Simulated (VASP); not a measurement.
# Sr (Pm-3m) in VASP: a series of runs, part 2 of 2

VASP 6.6.1. Earlier steps stand in the parts before.

## (3) Single point, PBE

This run uses another cell than the first one, of 58.53 Å³/atom.

File INCAR:

```
PREC     = Accurate       # precision mode
ENCUT    = 520            # plane-wave cutoff, eV
EDIFF    = 1E-6           # SCF threshold, eV
ISMEAR   = -1             # smearing method
SIGMA    = 0.06122561905347299 # smearing width, eV
LREAL    = F              # projectors in reciprocal space
LASPH    = T              # aspherical terms in the spheres
NELM     = 60             # most SCF steps
ALGO     = Normal         # electronic algorithm
ISIF     = 2              # what is computed and relaxed
LWAVE    = F              # write WAVECAR
LCHARG   = F              # write CHGCAR
GGA      = PE             # functional
NBANDS   = 11             # bands
```

File KPOINTS:

```
Automatic mesh
0
Gamma
  28 28 28
```

File POSCAR:

```
Sr
1.0
    3.8827327084      0.0000000000      0.0000000000
    0.0000000000      3.8827327084      0.0000000000
    0.0000000000      0.0000000000      3.8827327084
Sr
1
Direct
    0.0000000000      0.0000000000      0.0000000000
```

Potentials or basis: VASP PAW PBE potentials, release 64 (Sr_sv).

Launch:

```bash
$ cat potpaw_PBE.64/Sr_sv/POTCAR > POTCAR
$ mpirun -np 1 vasp_std > vasp.out
```

OUTCAR:

```text
PREC = Accurate
   ENCUT = 520
   EDIFF = 1E-6
   ISMEAR = -1
   LREAL = F
   LASPH = T
   NELM = 60
   ISIF = 2
   GGA = PE

 ion  position               nearest neighbor table
   1  0.000  0.000  0.000-

  LATTYP: Found a simple cubic cell.
 ALAT       =     3.8827327084

  Lattice vectors:

 A1 = (   3.8827327084,   0.0000000000,   0.0000000000)
 A2 = (   0.0000000000,   3.8827327084,   0.0000000000)
 A3 = (   0.0000000000,   0.0000000000,   3.8827327084)

Analysis of symmetry for initial positions (statically):
=====================================================================
 Subroutine PRICEL returns:
 Original cell was already a primitive cell.

 Routine SETGRP: Setting up the symmetry group for a
 simple cubic supercell.

 Subroutine GETGRP returns: Found 48 space group operations
 (whereof 48 operations were pure point group operations)
 out of a pool of 48 trial point group operations.

The static configuration has the point symmetry O_h .

Analysis of symmetry for dynamics (positions and initial velocities):
=====================================================================
 Subroutine PRICEL returns:
 Original cell was already a primitive cell.

 Routine SETGRP: Setting up the symmetry group for a
 simple cubic supercell.

 Subroutine GETGRP returns: Found 48 space group operations
 (whereof 48 operations were pure point group operations)
 out of a pool of 48 trial point group operations.

The dynamic configuration has the point symmetry O_h .

 Subroutine INISYM returns: Found 48 space group operations
 (whereof 48 operations are pure point group operations),
 and found     1 'primitive' translations

----------------------------------------------------------------------------------------

                                     Primitive cell

  volume of cell :      58.5346

  direct lattice vectors                    reciprocal lattice vectors
     3.882732708  0.000000000  0.000000000     0.257550564  0.000000000  0.000000000
[... 109 lines left out ...]
   GGA     = PE    functional components
   LHFCALC =     F    Hartree Fock is set to
   AEXX    =    0.0000 exact exchange contribution
   IVDW    =     0    specifies the selected vdW correction
   LEPSILON=     F    determine dielectric tensor
   LRPA    =     F    only Hartree local field effects (RPA)
 non-spin polarized calculation
  energy-cutoff  :      520.00
  volume of cell :       58.53
 maximum number of plane-waves:      1604
 NGX is ok and might be reduce to    30
   NGX = 15   NGY = 15   NGZ = 15

 number of electron      10.0000000 magnetization

 Free energy of the ion-electron system (eV)
  ---------------------------------------------------
  ext. energy  EPLUGINS =         0.00000000
  ---------------------------------------------------
  free energy    TOTEN  =        -1.25805589 eV

  energy without entropy =       -1.24258290  energy(sigma->0) =       -1.25031940

 E-fermi :   1.2292     XC(G=0):  -7.1483

 val. band max:        1.2263610896   @ k =   0.4643   0.3214   0.2857
 cond. band min:       1.2464742858   @ k =   0.4643   0.2500   0.1071
 fundamental gap:      0.0201131962
 Fermi energy:         1.2291662167

 k-point     1 :       0.0000    0.0000    0.0000
  band No.  band energies     occupation
      1     -35.6429      2.00000
      2     -17.5020      2.00000
      3     -17.5020      2.00000
      4     -17.5020      2.00000
      5      -2.1356      2.00000
      6       1.9610      0.00001
      7       1.9610      0.00001
      8       6.0552      0.00000
      9       6.0552      0.00000
     10       6.0552      0.00000
     11       8.4592      0.00000
[... 309 lines left out ...]
 k-point    24 :       0.3214    0.0357    0.0000
  band No.  band energies     occupation
      1     -35.6312      2.00000
      2     -17.6867      2.00000
      3     -17.4894      2.00000
      4     -17.4859      2.00000
      5      -0.9391      2.00000
      6       1.8710      0.00006
      7       2.3452      0.00000
      8       4.5877      0.00000
      9       4.6308      0.00000
     10       6.1548      0.00000
     11       6.6860      0.00000

 [... further k-points ...]

------------------------ aborting loop because EDIFF is reached ----------------------------------------

  FORCE on cell =-STRESS in cart. coord.  units (eV):
  Direction    XX          YY          ZZ          XY          YZ          ZX
  --------------------------------------------------------------------------------------
  -------------------------------------------------------------------------------------
  Total       -0.0607467     -0.0607467     -0.0607467      0.0000000     -0.0000000      0.0000000
  in kB       -1.6627254     -1.6627254     -1.6627254      0.0000000     -0.0000000      0.0000000
  external PRESSURE =      -1.6627254 kB  Pullay stress =       0.0000000 kB

 VOLUME and BASIS-vectors are now :
 -----------------------------------------------------------------------------
  energy-cutoff  :      520.00
  volume of cell :       58.53
      direct lattice vectors                 reciprocal lattice vectors
     3.882732708  0.000000000  0.000000000     0.257550564  0.000000000  0.000000000
     0.000000000  3.882732708  0.000000000     0.000000000  0.257550564  0.000000000
     0.000000000  0.000000000  3.882732708     0.000000000  0.000000000  0.257550564

 POSITION                                       TOTAL-FORCE (eV/Angst)
 -----------------------------------------------------------------------------------
      0.00000      0.00000      0.00000         0.000000      0.000000      0.000000
 -----------------------------------------------------------------------------------
    total drift:                                0.000000      0.000000     -0.000000

  FREE ENERGIE OF THE ION-ELECTRON SYSTEM (eV)
  ---------------------------------------------------
  free  energy   TOTEN  =        -1.2580558904 eV

  energy  without entropy=       -1.2425829007  energy(sigma->0) =       -1.25031940
```

It took 6.9 min on 1 thread of Intel Xeon 8259CL, shared host; peak memory 0.52 GiB.

Results:

```yaml
Free_energy: -1.2581 eV
Pressure: -0.2 GPa
Band_gap_on_the_k_mesh: zero (bands 5 and 6 overlap by 0.85 eV)
```

Levels at points of the mesh, in eV from the Fermi level:
| k point | band 1 | band 2 | band 3 | band 4 | band 5 | band 6 | band 7 | band 8 | band 9 | band 10 |
| --- | --- | --- | --- | --- | --- | --- | --- | --- | --- | --- |
| (0.00, 0.00, 0.00) | -36.87 | -18.73 | -18.73 | -18.73 | -3.36 | 0.73 | 0.73 | 4.83 | 4.83 | 4.83 |
| (0.50, 0.00, 0.00) | -36.86 | -18.99 | -18.71 | -18.71 | -1.22 | -0.19 | 1.28 | 3.05 | 3.05 | 5.01 |
| (0.50, 0.50, 0.00) | -36.84 | -18.95 | -18.95 | -18.69 | -0.42 | 0.70 | 2.21 | 2.21 | 3.46 | 3.46 |
| (0.50, 0.50, 0.50) | -36.82 | -18.92 | -18.92 | -18.92 | 0.57 | 0.57 | 0.57 | 4.49 | 4.98 | 4.98 |

## (4) Single point, PBE

This run uses another cell than the first one, of 53.94 Å³/atom.

File INCAR:

```
PREC = Accurate
ENCUT = 520
EDIFF = 1E-6
ISMEAR = -1
SIGMA = 0.06122561905347299
LREAL = F
LASPH = T
NELM = 100
ALGO = Normal
ISIF = 2
LWAVE = F
LCHARG = F
GGA = PE
NBANDS = 11
```

File KPOINTS:

```
regular mesh
0
Gamma
  28 28 28
```

File POSCAR:

```
Sr
1.0
    3.7784474648      0.0000000000      0.0000000000
    0.0000000000      3.7784474648      0.0000000000
    0.0000000000      0.0000000000      3.7784474648
Sr
1
Direct
    0.0000000000      0.0000000000      0.0000000000
```

Launch:

```bash
$ cat potpaw_PBE.64/Sr_sv/POTCAR > POTCAR
$ mpirun -np 1 vasp_std > vasp.out
```

It took 5.6 min on 1 thread of AMD EPYC 7R13, shared host; peak memory 0.48 GiB.

Results (log left out):

```
Free energy            : -1.2543 eV
Pressure               : 0.4 GPa
Band gap on the k mesh : zero (bands 5 and 6 overlap by 0.81 eV)
```

Levels at points of the mesh, in eV from the Fermi level:
```
           k point  band 1  band 2  band 3  band 4  band 5  band 6  band 7  band 8  band 9  band 10
(0.00, 0.00, 0.00)  -36.75  -18.58  -18.58  -18.58   -3.46    0.71    0.71    5.15    5.15     5.15
(0.50, 0.00, 0.00)  -36.73  -18.92  -18.56  -18.56   -1.19   -0.12    1.31    3.19    3.19     5.36
(0.50, 0.50, 0.00)  -36.71  -18.87  -18.87  -18.53   -0.55    0.80    2.48    2.48    3.65     3.65
(0.50, 0.50, 0.50)  -36.68  -18.83  -18.83  -18.83    0.52    0.52    0.52    4.60    5.52     5.52
```

## (5) Single point, PBE

This run uses another cell than the first one, of 55.09 Å³/atom.

File INCAR:

```
PREC = Accurate
ENCUT = 520
EDIFF = 1E-6
ISMEAR = -1
SIGMA = 0.06122561905347299
LREAL = False
LASPH = True
NELM = 60
ALGO = Normal
ISIF = 2
LWAVE = False
LCHARG = True
GGA = PE
LELF = True
LVHAR = True
NBANDS = 11
```

File KPOINTS:

```
Automatic mesh
0
Gamma
  28 28 28
```

File POSCAR:

```
Sr
1.0
    3.8050571265      0.0000000000      0.0000000000
    0.0000000000      3.8050571265      0.0000000000
    0.0000000000      0.0000000000      3.8050571265
Sr
1
Direct
    0.0000000000      0.0000000000      0.0000000000
```

Launch:

```bash
$ cat potpaw_PBE.64/Sr_sv/POTCAR > POTCAR
$ mpirun -np 1 vasp_std > vasp.out
```

It took 6.1 min on 1 thread of AMD EPYC 7R13, shared host; peak memory 0.49 GiB.

The run converged. Its results:

- Free energy: -1.2569 eV
- Pressure: 0.3 GPa
- Band gap on the k mesh: zero (bands 5 and 6 overlap by 0.83 eV)

Levels at points of the mesh, in eV from the Fermi level:
| k point | band 1 | band 2 | band 3 | band 4 | band 5 | band 6 | band 7 | band 8 | band 9 | band 10 |
| --- | --- | --- | --- | --- | --- | --- | --- | --- | --- | --- |
| (0.00, 0.00, 0.00) | -36.78 | -18.62 | -18.62 | -18.62 | -3.43 | 0.72 | 0.72 | 5.07 | 5.07 | 5.07 |
| (0.50, 0.00, 0.00) | -36.76 | -18.93 | -18.59 | -18.59 | -1.20 | -0.14 | 1.30 | 3.16 | 3.16 | 5.27 |
| (0.50, 0.50, 0.00) | -36.74 | -18.89 | -18.89 | -18.57 | -0.52 | 0.78 | 2.41 | 2.41 | 3.60 | 3.60 |
| (0.50, 0.50, 0.50) | -36.72 | -18.85 | -18.85 | -18.85 | 0.53 | 0.53 | 0.53 | 4.57 | 5.37 | 5.37 |

## (6) Single point, PBE

This run uses another cell than the first one, of 56.24 Å³/atom.

File INCAR:

```
ALGO = Normal
EDIFF = 1E-7
ENCUT = 520
GGA = PE
ISIF = 2
ISMEAR = -1
LASPH = T
LCHARG = T
LELF = T
LREAL = F
LVHAR = T
LWAVE = F
NBANDS = 11
NELM = 100
PREC = Accurate
SIGMA = 0.06122561905347299
```

File KPOINTS:

```
k-points
0
Gamma
  28 28 28
```

File POSCAR:

```
Sr
1.0
    3.8312997291      0.0000000000      0.0000000000
    0.0000000000      3.8312997291      0.0000000000
    0.0000000000      0.0000000000      3.8312997291
Sr
1
Direct
    0.0000000000      0.0000000000      0.0000000000
```

Potentials or basis: VASP PAW PBE potentials, release 64 (Sr_sv).

Launch:

```bash
$ cat potpaw_PBE.64/Sr_sv/POTCAR > POTCAR
$ mpirun -np 1 vasp_std > vasp.out
```

OUTCAR:

```text
EDIFF = 1E-7
   ENCUT = 520
   GGA = PE
   ISIF = 2
   ISMEAR = -1
   LASPH = T
   LREAL = F
   NELM = 100
   PREC = Accurate

 ion  position               nearest neighbor table
   1  0.000  0.000  0.000-

  LATTYP: Found a simple cubic cell.
 ALAT       =     3.8312997291

  Lattice vectors:

 A1 = (   3.8312997291,   0.0000000000,   0.0000000000)
 A2 = (   0.0000000000,   3.8312997291,   0.0000000000)
 A3 = (   0.0000000000,   0.0000000000,   3.8312997291)

[... 512 lines left out ...]
     11       6.9993      0.00000

 [... further k-points ...]

------------------------ aborting loop because EDIFF is reached ----------------------------------------

  FORCE on cell =-STRESS in cart. coord.  units (eV):
  Direction    XX          YY          ZZ          XY          YZ          ZX
  --------------------------------------------------------------------------------------
  -------------------------------------------------------------------------------------
  Total        0.0393351      0.0393351      0.0393351      0.0000000      0.0000000     -0.0000000
  in kB        1.1206057      1.1206057      1.1206057      0.0000000      0.0000000     -0.0000000
  external PRESSURE =       1.1206057 kB  Pullay stress =       0.0000000 kB

 VOLUME and BASIS-vectors are now :
 -----------------------------------------------------------------------------
  energy-cutoff  :      520.00
  volume of cell :       56.24
      direct lattice vectors                 reciprocal lattice vectors
     3.831299729  0.000000000  0.000000000     0.261008031  0.000000000  0.000000000
     0.000000000  3.831299729  0.000000000     0.000000000  0.261008031  0.000000000
     0.000000000  0.000000000  3.831299729     0.000000000  0.000000000  0.261008031

 POSITION                                       TOTAL-FORCE (eV/Angst)
 -----------------------------------------------------------------------------------
      0.00000      0.00000      0.00000         0.000000      0.000000      0.000000
 -----------------------------------------------------------------------------------
    total drift:                               -0.000000     -0.000000     -0.000000

  FREE ENERGIE OF THE ION-ELECTRON SYSTEM (eV)
  ---------------------------------------------------
  free  energy   TOTEN  =        -1.2583638216 eV

  energy  without entropy=       -1.2438299021  energy(sigma->0) =       -1.25109686
```

OSZICAR:

```text
N       E                     dE             d eps       ncg     rms          rms(c)
DAV:   1     0.370208113048E+02    0.37021E+02   -0.47749E+03 14968   0.784E+02
DAV:   2     0.539683946789E+00   -0.36481E+02   -0.35771E+02 17465   0.151E+02
DAV:   3    -0.117051453266E+01   -0.17102E+01   -0.16941E+01 22083   0.245E+01
DAV:   4    -0.125894383118E+01   -0.88429E-01   -0.88223E-01 20005   0.495E+00
DAV:   5    -0.126092364932E+01   -0.19798E-02   -0.19795E-02 21798   0.612E-01    0.113E+01
DAV:   6    -0.126007938212E+01    0.84427E-03   -0.73958E-03 19396   0.935E-01    0.641E+00
DAV:   7    -0.125835080725E+01    0.17286E-02   -0.15295E-02 17983   0.125E+00    0.271E-01
DAV:   8    -0.125832908444E+01    0.21723E-04   -0.14466E-03 21908   0.227E-01    0.903E-02
DAV:   9    -0.125835883711E+01   -0.29753E-04   -0.43107E-05 18635   0.512E-02    0.290E-02
DAV:  10    -0.125836384888E+01   -0.50118E-05   -0.98092E-06 22254   0.219E-02    0.384E-03
DAV:  11    -0.125836382159E+01    0.27284E-07   -0.40383E-07 22833   0.373E-03
   1 F= -.12583638E+01 E0= -.12510969E+01  d E =-.145339E-01
```

Wall time 5.8 min (1 thread of AMD EPYC 7R13, shared host); peak memory 0.5 GiB.

Results:

| Item | Value |
| --- | --- |
| Free energy | -1.2584 eV |
| Pressure | 0.1 GPa |
| Band gap on the k mesh | zero (bands 5 and 6 overlap by 0.83 eV) |

## (7) The runs side by side

```csv
cell,gap on the mesh (eV),pressure (GPa)
"a = 3.857 Å, 1 atom",none,0.0
"a = 3.883 Å, 1 atom",none,-0.2
"a = 3.778 Å, 1 atom",none,0.4
"a = 3.805 Å, 1 atom",none,0.3
"a = 3.831 Å, 1 atom",none,0.1
```

Alike in all rows: task single point; level PBE; potentials or basis VASP PAW PBE potentials, release 64 (Sr_sv); no spin polarisation; k mesh 28 × 28 × 28; cutoff (eV) 520; smearing fermi-dirac 0.0612256 eV.

Total energies depend on the potentials used, so only differences within one code and one set of settings carry meaning.

The gap in the log of VASP goes by the Fermi energy; the results here count the filled bands.